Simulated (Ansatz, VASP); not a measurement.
**Two plane-wave programs on BP**

```
B P
1.0
     0.00000    2.56669    2.26900
     2.56669    0.00000    2.26900
     2.56669    2.56669    0.00000
B P
1 1
Direct
  0.00000 0.00000 0.00000
  0.75000 0.75000 0.75000
```

Change from the starting cell: strain +0.1312 x Voigt [1, 1, 0, 0, 0, 0], atoms carried along.

Alike in both runs: task single point; functional PBE; k mesh 10 × 10 × 10; occupations gaussian, width 0.05 eV; no spin polarisation.

```csv
,VASP,Ansatz
version,VASP 6.6.1,Ansatz 0.2.0
potentials or method,"VASP PAW PBE potentials, release 64 (B, P), cutoff 520 eV","scalar-relativistic, plane waves, PAW"
valence electrons in the cell,8,8
```

|  | VASP | Ansatz | Ansatz less VASP |
| --- | --- | --- | --- |
| gap on the k mesh at the Fermi level (eV) | none | none | - |
| pressure (GPa) | -24.2 | -24.1 | +0.10 |
| traceless stress, the component that is largest in VASP (GPa) | 14.52 | 14.51 | -0.009 |

A gap of «none» marks a metal or a gap that the smearing closes.
